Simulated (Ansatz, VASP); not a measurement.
**SnO2 in VASP and in Ansatz**

File INCAR:

```
ALGO = Normal
EDIFF = 1E-6
ENCUT = 520
GGA = PS
ISIF = 2
ISMEAR = 0
LASPH = True
LCHARG = False
LREAL = False
LWAVE = False
NBANDS = 35
NELM = 60
PREC = Accurate
SIGMA = 0.05
```

Contents of KPOINTS:

```
k-points
0
Gamma
  6 6 8
```

The input POSCAR:

```
SnO2
1.0
    4.7687243422      0.0000000000      0.0000000000
    0.0000000000      4.7687243422      0.0000000000
    0.0000000000      0.0000000000      3.2113691866
Sn O
2 4
Direct
    0.0000000000      0.0000000000      0.0000000000
    0.5000000000      0.5000000000      0.5000000000
    0.2767458494      0.3358502854      0.0000000000
    0.2232541506      0.8358502854      0.5000000000
    0.7232541506      0.6641497146      0.0000000000
    0.7767458494      0.1641497146      0.5000000000
```

Input for Ansatz:

```yaml
crystal:
  lattice:
    - [4.7687243422, 0.0, 0.0]
    - [0.0, 4.7687243422, 0.0]
    - [0.0, 0.0, 3.2113691866]
  atoms:
    - { symbol: Sn, position: [0.0, 0.0, 0.0] }
    - { symbol: Sn, position: [0.5, 0.5, 0.5] }
    - { symbol: O, position: [0.2767458494, 0.3358502854, 0.0] }
    - { symbol: O, position: [0.2232541506, 0.8358502854, 0.5] }
    - { symbol: O, position: [0.7232541506, 0.6641497146, 0.0] }
    - { symbol: O, position: [0.7767458494, 0.1641497146, 0.5] }
basis:
  ecutwfc: 520.0
kpoints:
  mp_grid: { grid: [6, 6, 8] }
hamiltonian:
  xc: pbesol
  pseudopotentials: { kind: paw, azcp: { folder: soft_1 } }
scf:
  occupations: { method: gaussian, width: 0.05 }
output:
  forces: true
  stress: true
  eigenvalues: true
```

Change from the starting cell: mode 4 frozen in at -0.199 Å, equal normal strain along x, y and z +0.0000.

Alike in both runs: task single point; functional PBEsol; k mesh 6 × 6 × 8; occupations gaussian, width 0.05 eV; no spin polarisation.

```csv
,VASP,Ansatz
version,VASP 6.6.1,Ansatz 0.2.0
potentials or method,"VASP PAW PBE potentials, release 64 (Sn_d, O), cutoff 520 eV","scalar-relativistic, plane waves, PAW"
valence electrons in the cell,52,52
```

```tsv
	VASP	Ansatz	Ansatz less VASP
gap on the k mesh at the Fermi level (eV)	1.16	1.17	+0.007
least direct gap on the mesh (eV)	1.21	1.22	+0.008
pressure (GPa)	-1.0	-1.8	-0.72
traceless stress, the component that is largest in VASP (GPa)	-1.07	-0.98	+0.092
rms of the force components (eV/Å)	0.094	0.101	+0.0074
```

VASP's potentials were made for PBE, not for PBEsol, and Ansatz warns of the same on its side. Atom by atom the forces differ by 0.010 eV/Å (rms over components).
